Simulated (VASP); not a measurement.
Set up this calculation in VASP 6.6.1, as the native input.

| Quantity | Value |
| --- | --- |
| Task | single point |
| Functional | LDA |
| Potentials or basis | VASP PAW LDA potentials, release 64 (O, H, K_sv, F) |
| Cutoff | 520 eV |
| k mesh | 1 × 1 × 1 |
| Occupations | fermi-dirac, width 0.05 eV |
| Spin | no spin polarisation |
| Dipole correction | no |
| Further INCAR settings | ALGO = Normal; EDIFF = 1e-06; NBANDS = 59 |

The structure of KH16O8F lies in POSCAR:

```
KH16O8F
1.0
    7.1738770000      0.0000000000      0.0000000000
    0.0000000000      7.1738770000      0.0000000000
    0.0000000000      0.0000000000      7.1738770000
O H K F
8 16 1 1
Direct
    0.9104700290     -0.1062884128      0.6357650124
    0.5696083164      0.7055180901      0.6130994440
    0.1934797600      0.3055530503      0.7387218933
    0.3385059432      0.4782351300      0.4527398504
    0.9177046108      0.1836106195     -0.0454565920
    1.0303494191      0.8800123002      0.1556062363
    0.3513302500      0.6861143563      0.1424055640
    0.6908537740      0.7679111309      0.2460315392
    0.9051172748      0.0025648614      0.7153035939
    0.8128798417     -0.1769057373      0.6779179515
    0.5044692012      0.6930562094      0.7280024455
    0.5486015442      0.5834641436      0.5450051625
    0.2140265299      0.4389815995      0.7895591185
    0.2855359801      0.2323429855      0.8073179956
    0.3222107098      0.5180183602      0.3152270383
    0.2451115345      0.3902352940      0.4796290764
    1.0127299367      0.2435781935     -0.1234478930
    0.8461812211      0.2694358992      0.0338868369
    1.1578258172      0.8668813251      0.0977992792
    0.9735600429      0.9833873650      0.0898956032
    0.4745690510      0.7401855371      0.1605686855
    0.3422695984      0.6687876026     -0.0004460628
    0.8289102253      0.7888900242      0.2206895936
    0.6707530670      0.7980621915      0.3758497671
    0.2413618187      0.8266520321      0.4879369970
    0.2908608553      0.6282655808      0.8153750057
```

These files were run (other wordings do the same):

INCAR

```
ALGO = Normal
EDIFF = 1E-6
ENCUT = 520
GGA = CA
GGA_COMPAT = F
ISIF = 2
ISMEAR = -1
LASPH = T
LCHARG = F
LREAL = F
LWAVE = F
NBANDS = 59
NELM = 120
PREC = Accurate
SIGMA = 0.05
```

KPOINTS

```
k-points
0
Gamma
  1 1 1
```

Potentials or basis: VASP PAW LDA potentials, release 64 (O, H, K_sv, F).

Launch:

```bash
$ cat potpaw_LDA.64/O/POTCAR potpaw_LDA.64/H/POTCAR potpaw_LDA.64/K_sv/POTCAR potpaw_LDA.64/F/POTCAR > POTCAR
$ mpirun -np 1 vasp_gam > vasp.out
```

It gave:

The pressure is 0.9 GPa and the largest force is 4.276 eV/Å.

Caveat: the k points lie up to 0.88 Å⁻¹ apart, too coarse for converged energies, forces and pressures; the atoms stand as in a frame of molecular dynamics.

Wall time 47 s on 1 thread of Intel Xeon 8259CL, on a shared host, peak memory 0.3 GiB.
